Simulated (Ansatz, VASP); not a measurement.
Two plane-wave programs on N

INCAR

```
SYSTEM = N
ALGO     = Normal         ! electronic algorithm
EDIFF    = 1E-6           ! SCF threshold, eV
ENCUT    = 520            ! plane-wave cutoff, eV
GGA      = PS             ! functional
ISIF     = 2              ! what is computed and relaxed
ISMEAR   = 0              ! smearing method
LASPH    = .TRUE.         ! aspherical terms in the spheres
LCHARG   = .TRUE.         ! write CHGCAR
LELF     = .TRUE.         ! ELF
LREAL    = .FALSE.        ! projectors in reciprocal space
LVHAR    = .TRUE.       
LWAVE    = .FALSE.        ! write WAVECAR
NBANDS   = 18             ! bands
NELM     = 80             ! most SCF steps
PREC     = Accurate       ! precision mode
SIGMA    = 0.05           ! smearing width, eV
```

KPOINTS

```
k-points
0
G
  6 6 6
  0 0 0
```

POSCAR

```
N
1.0
    3.8432494580      0.0000000000      0.0000000000
    0.0000000000      3.8432494580      0.0000000000
    0.0000000000      0.0000000000      6.0368363706
N
4
Direct
    0.9042752000      0.9042752000      0.0000000000
    0.5957248000      0.4042752000      0.5000000000
    0.0957248000      0.0957248000      0.0000000000
    0.4042752000      0.5957248000      0.5000000000
```

Input for Ansatz:

```yaml
crystal:
  lattice:
    - [3.843249458, 0.0, 0.0]
    - [0.0, 3.843249458, 0.0]
    - [0.0, 0.0, 6.0368363706]
  atoms:
    - { symbol: "N", position: [0.9042752, 0.9042752, 0.0] }
    - { symbol: "N", position: [0.5957248, 0.4042752, 0.5] }
    - { symbol: "N", position: [0.0957248, 0.0957248, 0.0] }
    - { symbol: "N", position: [0.4042752, 0.5957248, 0.5] }
basis:
  ecutwfc: 420
kpoints:
  mp_grid: { grid: [6, 6, 6] }
hamiltonian:
  xc: pbesol
scf:
  occupations: { method: gaussian, width: 0.05 }
output:
  forces: true
  stress: true
  eigenvalues: true
```

Alike in both runs: task single point; functional PBEsol; k mesh 6 × 6 × 6; occupations gaussian, width 0.05 eV; no spin polarisation.

|  | VASP | Ansatz |
| --- | --- | --- |
| version | VASP 6.6.1 | Ansatz 0.2.0 |
| potentials or method | VASP PAW PBE potentials, release 64 (N), cutoff 520 eV | scalar-relativistic, plane waves, PAW |
| valence electrons in the cell | 20 | 20 |

```csv
,VASP,Ansatz,Ansatz less VASP
gap on the k mesh at the Fermi level (eV),7.50,7.56,+0.063
least direct gap on the mesh (eV),8.06,8.12,+0.057
pressure (GPa),17.6,13.4,-4.23
"traceless stress, the component that is largest in VASP (GPa)",-17.90,-13.29,+4.607
rms of the force components (eV/Å),8.212,6.037,-2.1752
```

VASP's potentials were made for PBE, not for PBEsol. Atom by atom the forces differ by 2.175 eV/Å (rms over components).

Noted on VASP's run: the standard files for N, O and F lose accuracy on very short bonds.
